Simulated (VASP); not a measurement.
A run of VASP 6.6.1:

File INCAR:

```
PREC     = Accurate       # precision mode
ENCUT    = 520            # plane-wave cutoff, eV
EDIFF    = 1E-8           # SCF threshold, eV
ISMEAR   = -1             # smearing method
SIGMA    = 0.03           # smearing width, eV
LREAL    = False          # projectors in reciprocal space
LASPH    = True           # aspherical terms in the spheres
NELM     = 120            # most SCF steps
ALGO     = Normal         # electronic algorithm
ISIF     = 2              # what is computed and relaxed
LWAVE    = False          # write WAVECAR
LCHARG   = False          # write CHGCAR
GGA      = CA             # functional
LEFG     = True         
NBANDS   = 15             # bands
GGA_COMPAT= False
```

Contents of KPOINTS:

```
regular mesh
0
Gamma
  9 9 9
```

The input POSCAR:

```
YN
1.0
    0.0000000000      2.4385000000      2.4385000000
    2.4385000000      0.0000000000      2.4385000000
    2.4385000000      2.4385000000      0.0000000000
Y N
1 1
Direct
    0.0000000000      0.0000000000      0.0000000000
    0.5000000000      0.5000000000      0.5000000000
```

Potentials or basis: VASP PAW LDA potentials, release 64 (Y_sv, N).

Launch:

```bash
$ cat potpaw_LDA.64/Y_sv/POTCAR potpaw_LDA.64/N/POTCAR > POTCAR
$ mpirun -np 1 vasp_std > vasp.out
```

Hardware: 1 thread of AMD EPYC 7R43 64-Core Processor (Zen 3) (shared host).

Estimate the wall time of this run.

Run time: 37 s on 1 thread of AMD EPYC 7R43 64-Core Processor (Zen 3), on a shared host, peak memory 0.13 GiB. Counts: scf iterations 15, k points 35.
